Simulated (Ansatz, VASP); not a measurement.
## CsH: VASP beside Ansatz

Contents of POSCAR:

```
CsH
1.0
    0.0000000000      3.0604800000      3.4430400000
    3.0604800000      0.0000000000      3.4430400000
    3.0604800000      3.0604800000      0.0000000000
Cs H
1 1
Direct
    0.0000000000      0.0000000000      0.0000000000
    0.5000000000      0.5000000000      0.5000000000
```

INCAR.step1

```
PREC     = Accurate       # precision mode
ENCUT    = 520            # plane-wave cutoff, eV
ISMEAR   = 0              # smearing method
SIGMA    = 0.05           # smearing width, eV
LREAL    = False          # projectors in reciprocal space
LASPH    = True           # aspherical terms in the spheres
NELM     = 60             # most SCF steps
NBANDS   = 12             # bands
GGA      = PE             # functional
ALGO     = Normal         # electronic algorithm
EDIFF    = 1E-4           # SCF threshold, eV
LWAVE    = True           # write WAVECAR
LCHARG   = False          # write CHGCAR
```

Contents of INCAR.step2:

```
PREC     = Accurate       # precision mode
ENCUT    = 520            # plane-wave cutoff, eV
EDIFF    = 1E-7           # SCF threshold, eV
ISMEAR   = 0              # smearing method
SIGMA    = 0.05           # smearing width, eV
LREAL    = False          # projectors in reciprocal space
LASPH    = True           # aspherical terms in the spheres
NELM     = 60             # most SCF steps
ALGO     = Normal         # electronic algorithm
ISIF     = 2              # what is computed and relaxed
LWAVE    = False          # write WAVECAR
LCHARG   = False          # write CHGCAR
METAGGA  = R2SCAN         # meta-GGA
LMIXTAU  = True         
NBANDS   = 12             # bands
ISTART   = 1
```

Contents of KPOINTS:

```
regular mesh
0
Gamma
  6 6 6
```

Input for Ansatz:

```yaml
crystal:
  lattice:
    - [0.0, 3.06048, 3.44304]
    - [3.06048, 0.0, 3.44304]
    - [3.06048, 3.06048, 0.0]
  atoms:
    - { symbol: Cs, position: [0.0, 0.0, 0.0] }
    - { symbol: H, position: [0.5, 0.5, 0.5] }
basis:
  ecutwfc: 500
kpoints:
  mp_grid: { grid: [6, 6, 6] }
hamiltonian:
  xc: r2scan
scf:
  occupations: { method: gaussian, width: 0.05 }
output:
  forces: true
  stress: true
  eigenvalues: true
```

Change from the starting cell: strain -0.040 along x and y, +0.080 along z, atoms carried along.

Alike in both runs: task single point; functional r2SCAN; k mesh 6 × 6 × 6; occupations gaussian, width 0.05 eV; no spin polarisation.

|  | VASP | Ansatz |
| --- | --- | --- |
| version | VASP 6.6.1 | Ansatz 0.2.0 |
| potentials or method | VASP PAW PBE potentials, release 64 (Cs_sv, H), cutoff 520 eV | scalar-relativistic, plane waves, PAW |
| valence electrons in the cell | 10 | 10 |

Ansatz gave:

- gap on the k mesh at the Fermi level (eV): 2.61
- least direct gap on the mesh (eV): 2.61
- pressure (GPa): 0.4
- traceless stress, the component that is largest in VASP (GPa): -1.53

Task: Which values does VASP return?

Result: gap on the k mesh at the Fermi level (eV): 2.59; least direct gap on the mesh (eV): 2.59; pressure (GPa): 0.4; traceless stress, the component that is largest in VASP (GPa): -1.57.

VASP's potentials were made for PBE, not for r2SCAN.

Neither program's run includes spin-orbit coupling.
